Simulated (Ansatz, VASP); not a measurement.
**FeSi: VASP beside Ansatz**

```
CELL_PARAMETERS angstrom
4.53527 0.00000 0.00000
0.00000 4.53527 0.00000
0.00000 0.00000 4.53527
ATOMIC_POSITIONS crystal
Fe 0.13285 0.13285 0.13285
Fe 0.36715 0.86715 0.63285
Fe 0.63285 0.36715 0.86715
Fe 0.86715 0.63285 0.36715
Si 0.83933 0.83933 0.83933
Si 0.66067 0.16067 0.33933
Si 0.33933 0.66067 0.16067
Si 0.16067 0.33933 0.66067
```

Alike in both runs: functional PBE; k mesh 8 × 8 × 8; occupations gaussian, width 0.01 eV; no spin polarisation.

Ansatz relaxed the structure, and its values are those at the end. VASP's run is a single point on that final structure, the one shown.

|  | VASP | Ansatz |
| --- | --- | --- |
| version | VASP 6.6.1 | Ansatz 0.2.0 |
| potentials or method | VASP PAW PBE potentials, release 64 (Fe, Si), cutoff 520 eV | scalar-relativistic, plane waves, PAW |
| valence electrons in the cell | 48 | 80 |

Ansatz gave:

```
gap on the k mesh at the Fermi level (eV) : 0.17
least direct gap on the mesh (eV)         : 0.18
pressure (GPa)                            : -11.0
rms of the force components (eV/Å)        : 0.001
```

Problem. Which values does VASP return?

Solution. gap on the k mesh at the Fermi level (eV): 0.16; least direct gap on the mesh (eV): 0.18; pressure (GPa): -10.9; rms of the force components (eV/Å): 0.013.

With one functional, cell and mesh, what is left measures potentials, basis and numerics. VASP's potentials hold 48 valence electrons a cell and Ansatz's 80, so a difference there can come from the potentials and not from the codes. Ansatz's warnings: stress scf threshold loose.
